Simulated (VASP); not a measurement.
# AlPd4 (P-3m1) in VASP: relaxation of cell and atoms with PBE

Aim: the relaxation of cell and atoms of AlPd4 with PBE.

All numbers are computed with VASP 6.6.1; they aren't measurements. Logs are shortened: lines on timing, memory, paths and dates and some standing lists are left out, and cuts for length are marked.

### 1 The cell of the first run

The structure is trigonal, space group P-3m1 (No. 164). The conventional cell has a = 2.849 Å, b = 2.849 Å, c = 10.791 Å, α = 90.00°, β = 90.00°, γ = 120.00°. Within 3.3 Å of Al (site symmetry -3m) lie 6 Pd at 2.54 Å and 6 Al at 2.85 Å. Within 3.3 Å of Pd (site symmetry 3m) lie 3 Al at 2.54 Å and 9 Pd at 2.84 to 2.85 Å. Pd (site symmetry 3m) has 12 Pd at 2.82 to 2.85 Å within 3.7 Å.

The cell was generated, and may not be a known phase.

### 2 Relaxation of cell and atoms, PBE

File INCAR:

```
PREC = Accurate ; ENCUT = 600
EDIFF = 1E-6 ; ISMEAR = 0
SIGMA = 0.1 ; LREAL = F
LASPH = T ; NELM = 60
ALGO = Fast ; ISIF = 3
LWAVE = F ; LCHARG = F
GGA = PE ; IBRION = 2
NSW = 100 ; EDIFFG = -0.01
```

File KPOINTS:

```
Automatic mesh
0
Gamma
  18 18 4
```

File POSCAR:

```
AlPd4
1.0
    2.8491287417      0.0000000000      0.0000000000
   -1.4245643708      2.4674178689      0.0000000000
    0.0000000000      0.0000000000     10.7912270921
Al Pd
1 4
Direct
    0.0000000000      0.0000000000      0.0000000000
    0.3333333333      0.6666666667      0.8211960198
    0.3333333333      0.6666666667      0.3937930516
    0.6666666667      0.3333333333      0.1788039802
    0.6666666667      0.3333333333      0.6062069484
```

Potentials or basis: VASP PAW PBE potentials, release 64 (Al, Pd).

On the command line:

```
cat potpaw_PBE.64/Al/POTCAR potpaw_PBE.64/Pd/POTCAR > POTCAR
mpirun -np 1 vasp_std > vasp.out
```

OUTCAR:

```text
PREC = Accurate
   ENCUT = 600
   EDIFF = 1E-6
   ISMEAR = 0
   LREAL = F
   LASPH = T
   NELM = 60
   ISIF = 3
   GGA = PE
   IBRION = 2
   NSW = 100
   EDIFFG = -0.01

 ion  position               nearest neighbor table
   1  0.000  0.000  0.000-   2 2.54   4 2.54   2 2.54   4 2.54   4 2.54   2 2.54
   2  0.333  0.667  0.821-   1 2.54   1 2.54   1 2.54   5 2.84   5 2.84   5 2.84
   3  0.333  0.667  0.394-   5 2.82   5 2.82   5 2.82   4 2.84   4 2.84   4 2.84
   4  0.667  0.333  0.179-   1 2.54   1 2.54   1 2.54   3 2.84   3 2.84   3 2.84
   5  0.667  0.333  0.606-   3 2.82   3 2.82   3 2.82   2 2.84   2 2.84   2 2.84

  LATTYP: Found a hexagonal cell.
 ALAT       =     2.8491287417
 C/A-ratio  =     3.7875533436

  Lattice vectors:

 A1 = (   2.8491287417,   0.0000000000,   0.0000000000)
 A2 = (  -1.4245643708,   2.4674178689,   0.0000000000)
 A3 = (   0.0000000000,   0.0000000000,  10.7912270921)

Analysis of symmetry for initial positions (statically):
=====================================================================
 Subroutine PRICEL returns:
 Original cell was already a primitive cell.

 Routine SETGRP: Setting up the symmetry group for a
 hexagonal supercell.

 Subroutine GETGRP returns: Found 12 space group operations
 (whereof 12 operations were pure point group operations)
 out of a pool of 24 trial point group operations.

The static configuration has the point symmetry D_3d.

Analysis of symmetry for dynamics (positions and initial velocities):
=====================================================================
 Subroutine PRICEL returns:
 Original cell was already a primitive cell.

 Routine SETGRP: Setting up the symmetry group for a
 hexagonal supercell.

 Subroutine GETGRP returns: Found 12 space group operations
 (whereof 12 operations were pure point group operations)
 out of a pool of 24 trial point group operations.

The dynamic configuration has the point symmetry D_3d.

 Subroutine INISYM returns: Found 12 space group operations
 (whereof 12 operations are pure point group operations),
 and found     1 'primitive' translations

----------------------------------------------------------------------------------------

                                     Primitive cell

  volume of cell :      75.8622

  direct lattice vectors                    reciprocal lattice vectors
     2.849128742  0.000000000  0.000000000     0.350984491  0.202640990  0.000000000
    -1.424564371  2.467417869  0.000000000     0.000000000  0.405281980  0.000000000
     0.000000000  0.000000000 10.791227092     0.000000000  0.000000000  0.092667867

  length of vectors
     2.849128742  2.849128742 10.791227092     0.405281980  0.405281980  0.092667867

  position of ions in fractional coordinates (direct lattice)
     0.000000000  0.000000000  0.000000000
     0.333333333  0.666666667  0.821196020
     0.333333333  0.666666667  0.393793052
     0.666666667  0.333333333  0.178803980
     0.666666667  0.333333333  0.606206948

  ion indices of the primitive-cell ions
   primitive index   ion index
                 1           1
                 2           2
                 3           3
                 4           4
                 5           5

----------------------------------------------------------------------------------------

 KPOINTS: Automatic mesh

Automatic generation of k-mesh.
 Grid dimensions read from file:
 generate k-points for:   18   18    4

 Generating k-lattice:

  Cartesian coordinates                     Fractional coordinates (reciprocal lattice)
     0.019499138  0.011257833  0.000000000     0.055555556  0.000000000  0.000000000
     0.000000000  0.022515666  0.000000000     0.000000000  0.055555556  0.000000000
     0.000000000  0.000000000  0.023166967     0.000000000  0.000000000  0.250000000

  Length of vectors
     0.022515666  0.022515666  0.023166967

  Shift w.r.t. Gamma in fractional coordinates (k-lattice)
     0.000000000  0.000000000  0.000000000

 Subroutine IBZKPT returns following result:
 ===========================================

 Found    138 irreducible k-points:

 Following reciprocal coordinates:
            Coordinates               Weight
  0.000000  0.000000  0.000000      1.000000
  0.055556 -0.000000  0.000000      6.000000
  0.111111 -0.000000  0.000000      6.000000
  0.166667  0.000000  0.000000      6.000000
  0.222222 -0.000000  0.000000      6.000000
  0.277778  0.000000  0.000000      6.000000
[... 16 lines left out ...]
  0.333333  0.111111  0.000000     12.000000
  0.388889  0.111111  0.000000     12.000000
 [... further k-points ...]
   k-points           NKPTS =    138   k-points in BZ     NKDIM =    138   number of bands    NBANDS=     25
   number of dos      NEDOS =    301   number of ions     NIONS =      5
   total plane-waves  NPLWV =  51840
   dimension x,y,z NGX =    24 NGY =   24 NGZ =   90
   dimension x,y,z NGXF=    48 NGYF=   48 NGZF=  180
   ions per type =               1   4
   NGX,Y,Z   is equivalent  to a cutoff of  14.00, 14.00, 13.87 a.u.
   NGXF,Y,Z  is equivalent  to a cutoff of  28.01, 28.01, 27.73 a.u.
 SYSTEM =  unknown system
   PREC   = accura    normal or accurate (medium, high low for compatibility)
   ISTART =      0    job   : 0-new  1-cont  2-samecut
   ICHARG =      2    charge: 1-file 2-atom 10-const
   ISPIN  =      1    spin polarized calculation?
   LNONCOLLINEAR =      F non collinear calculations
   LSORBIT =      F    spin-orbit coupling
   LASPH  =      T    aspherical Exc in radial PAW
   ENCUT  =  600.0 eV  44.10 Ry    6.64 a.u.   5.69  5.69 21.55*2*pi/ulx,y,z
   NELM   =     60;   NELMIN=  2; NELMDL= -5     # of ELM steps
   EDIFF  = 0.1E-05   stopping-criterion for ELM
   LREAL  =      F    real-space projection
   EDIFFG = -.1E-01   stopping-criterion for IOM
   NSW    =    100    number of steps for IOM
   IBRION =      2    ionic relax: 0-MD 1-quasi-New 2-CG
   NFREE  =      1    steps in history (QN), initial steepest desc. (CG)
   ISIF   =      3    stress and relaxation
   ISYM   =      2    0-nonsym 1-usesym 2-fastsym
   POTIM  = 0.5000    time-step for ionic-motion
   TEBEG  =    0.0;   TEEND  =   0.0 temperature during run
   PSTRESS=    0.0 pullay stress
   NELECT =      43.0000    total number of electrons
   NUPDOWN=      -1.0000    fix difference up-down
   EMIN   =  10.00;   EMAX   =-10.00  energy-range for DOS
   EFERMI =   0.00;   METHOD = LEGACY
   ISMEAR =     0;   SIGMA  =   0.10  broadening in eV -4-tet -1-fermi 0-gaus
   EFERMI_NEDOS =   21; number of points for ismear=-14 and -15
   IALGO  =     68    algorithm
   IMIX   =      4    mixing-type and parameters
     AMIX     =   0.40;   BMIX     =  1.00
     AMIX_MAG =   1.60;   BMIX_MAG =  1.00
  volume/ion in A,a.u.               =      15.17       102.39
  Fermi-wavevector in a.u.,A,eV,Ry     =   1.354843  2.560283 24.974864  1.835601
  Thomas-Fermi vector in A             =   2.481981
   LORBIT       =      0    0 simple, 1 ext, 2 COOP (PROOUT), +10 PAW based schemes
   GGA     = PE    functional components
   LHFCALC =     F    Hartree Fock is set to
   AEXX    =    0.0000 exact exchange contribution
   IVDW    =     0    specifies the selected vdW correction
   LEPSILON=     F    determine dielectric tensor
   LRPA    =     F    only Hartree local field effects (RPA)
 conjugate gradient relaxation of ions
 non-spin polarized calculation
 RMM-DIIS sequential band-by-band and
 Gauss-broadening in eV      SIGMA  =   0.10
  energy-cutoff  :      600.00
  volume of cell :       75.86
 maximum number of plane-waves:      2555
 NGX is ok and might be reduce to    24
   NGX = 11   NGY = 11   NGZ = 43

--------------------------------------- Ionic step        1  -------------------------------------------

 number of electron      42.9999987 magnetization

 Free energy of the ion-electron system (eV)
  ---------------------------------------------------
  ext. energy  EPLUGINS =         0.00000000
  ---------------------------------------------------
  free energy    TOTEN  =       -26.41328146 eV

  energy without entropy =      -26.39431498  energy(sigma->0) =      -26.40379822

------------------------ aborting loop because EDIFF is reached ----------------------------------------

  FORCE on cell =-STRESS in cart. coord.  units (eV):
  Direction    XX          YY          ZZ          XY          YZ          ZX
  --------------------------------------------------------------------------------------
  -------------------------------------------------------------------------------------
  Total       -0.0609889     -0.0609889      0.1141512     -0.0000000      0.0000000      0.0000000
  in kB       -1.2880595     -1.2880595      2.4108227     -0.0000000      0.0000000      0.0000000
  external PRESSURE =      -0.0550988 kB  Pullay stress =       0.0000000 kB
[... 102 lines left out ...]
  energy  without entropy=      -26.3946405582  energy(sigma->0) =      -26.40415047

--------------------------------------- Ionic step        4  -------------------------------------------

 number of electron      42.9999987 magnetization

 Free energy of the ion-electron system (eV)
  ---------------------------------------------------
  ext. energy  EPLUGINS =         0.00000000
  ---------------------------------------------------
  free energy    TOTEN  =       -26.41366640 eV

  energy without entropy =      -26.39464354  energy(sigma->0) =      -26.40415497

 E-fermi :   9.2409     XC(G=0): -12.4785

 val. band max:        9.2331962353   @ k =   0.3889  -0.0000   0.5000
 cond. band min:       9.2531571510   @ k =   0.2778   0.1111   0.2500
 fundamental gap:      0.0199609157
 Fermi energy:         9.2409072635

 k-point     1 :       0.0000    0.0000    0.0000
  band No.  band energies     occupation
      1      -0.5455      2.00000
      2       2.8788      2.00000
      3       3.3569      2.00000
      4       4.2715      2.00000
      5       4.4913      2.00000
      6       6.0013      2.00000
[... 661 lines left out ...]
     24      11.4095      0.00000
     25      13.4599      0.00000

 [... further k-points ...]
[... 5 lines left out ...]
  --------------------------------------------------------------------------------------
  -------------------------------------------------------------------------------------
  Total       -0.0203221     -0.0203221     -0.0485989     -0.0000000      0.0000000     -0.0000000
  in kB       -0.4292432     -0.4292432     -1.0265051     -0.0000000      0.0000000     -0.0000000
  external PRESSURE =      -0.6283305 kB  Pullay stress =       0.0000000 kB
[... 20 lines left out ...]
  FREE ENERGIE OF THE ION-ELECTRON SYSTEM (eV)
  ---------------------------------------------------
  free  energy   TOTEN  =       -26.4136664025 eV

  energy  without entropy=      -26.3946435351  energy(sigma->0) =      -26.40415497

 reached required accuracy - stopping structural energy minimisation
```

It took 5.3 min on 1 thread of Intel Xeon 6975P-C (Granite Rapids), shared host; peak memory 0.43 GiB.

What came out:

| Property | Result |
| --- | --- |
| Free energy | -26.4137 eV |
| Relaxed volume | 15.17 Å³/atom |
| Relaxed cell | a = 2.847 Å, b = 2.847 Å, c = 10.809 Å, α = 90.00°, β = 90.00°, γ = 120.00° |
| Space group after relaxing (to 0.1 Å) | P-3m1 (No. 164) |
| Energy gained by relaxing | 0.1 meV/atom |
| Ionic steps | 4 |
| Pressure after relaxing | -0.1 GPa |
| Largest force after relaxing | 0.009 eV/Å |

Forces on the atoms (eV/Å):
```
Al   0.000  0.000  0.000
Pd   0.000  0.000 -0.009
Pd   0.000  0.000  0.006
Pd   0.000  0.000  0.009
Pd   0.000  0.000 -0.006
```

Step by step:
| step | energy change (eV) | largest force (eV/Å) | pressure (GPa) | volume (Å³) |
| --- | --- | --- | --- | --- |
| 1 | 0.0000 | 0.0524 | -0.01 | 75.86 |
| 2 | -0.0003 | 0.0207 | -0.05 | 75.86 |
| 3 | -0.0004 | 0.0103 | -0.07 | 75.85 |
| 4 | -0.0004 | 0.0093 | -0.06 | 75.85 |

Final structure:
```
Al Pd
1.0
     2.84662    0.00000    0.00000
    -1.42331    2.46525    0.00000
     0.00000    0.00000   10.80901
Al Pd
1 4
Direct
  0.00000 0.00000 0.00000
  0.33333 0.66667 0.82112
  0.33333 0.66667 0.39414
  0.66667 0.33333 0.17888
  0.66667 0.33333 0.60586
```

Caveat: the highest band is partly filled, so the run has too few bands.
